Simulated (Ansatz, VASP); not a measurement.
# Co in VASP and in Ansatz

The input INCAR:

```
  PREC = Accurate
  ENCUT = 600
  EDIFF = 1E-6
  ISMEAR = -1
  SIGMA = 0.05
  LREAL = F
  LASPH = T
  NELM = 150
  ALGO = Normal
  ISIF = 3
  LWAVE = F
  LCHARG = F
  ISPIN = 2
  MAGMOM = 1.7 1.7
  LORBIT = 11
  LMAXMIX = 4
  GGA = RE
  IBRION = 2
  NSW = 80
  EDIFFG = -0.01
```

KPOINTS

```
Automatic mesh
0
Gamma
  14 14 8
```

The input POSCAR:

```
Co
1.0
    2.5070990085      0.0000000000      0.0000000000
   -1.2535495042      2.1712114311      0.0000000000
    0.0000000000      0.0000000000      4.0686000000
Co
2
Direct
    0.3333333333      0.6666666667      0.2500000000
    0.6666666667      0.3333333333      0.7500000000
```

Input for Ansatz:

```yaml
crystal:
  lattice:
    - [2.5070990085, 0.0, 0.0]
    - [-1.2535495042, 2.1712114311, 0.0]
    - [0.0, 0.0, 4.0686]
  atoms:
    - { symbol: Co, position: [0.3333333333, 0.6666666667, 0.25], spin: 1.7 }
    - { symbol: Co, position: [0.6666666667, 0.3333333333, 0.75], spin: 1.7 }
hamiltonian:
  xc: revpbe
  pseudopotentials:
    kind: paw
    azcp:
      Co: "pseudopotentials/Co.paw.azcp"
basis:
  ecutwfc: 420
  fft_grid_basis: typed
kpoints:
  mp_grid: { grid: [14, 14, 8], shift: [0, 0, 0] }
magnetization:
  spin_polarized: true
scf:
  occupations: { method: fermi_dirac, width: 0.05 }
relax:
  max_steps: 60
  f_tol: 0.01
  cell: {}
```

Alike in both runs: task relaxation of cell and atoms; functional revPBE; k mesh 14 × 14 × 8; occupations fermi-dirac, width 0.05 eV; collinear spin.

|  | VASP | Ansatz |
| --- | --- | --- |
| version | VASP 6.6.1 | Ansatz 0.2.0 |
| potentials or method | VASP PAW PBE potentials, release 64 (Co), cutoff 600 eV | plane waves (420 eV) with PAW, scalar-relativistic |
| valence electrons in the cell | 18 | 34 |

|  | VASP | Ansatz | Ansatz less VASP |
| --- | --- | --- | --- |
| net moment per atom (μB) | 1.61 | 1.64 | +0.023 |
| size of the moment on the site where the two differ most (μB) | 1.64 | 1.72 | +0.080 |
| relaxed volume (Å³/atom) | 11.04 | 11.09 | +0.043 |
| relaxed cell length with the largest relative difference (Å) | 4.049 | 4.056 | +0.0070 |

VASP's potentials were made for PBE, not for revPBE. Site moments also hang on the region over which each program counts them. VASP's potentials hold 18 valence electrons a cell and Ansatz's 34, so a difference there can come from the potentials and not from the codes.
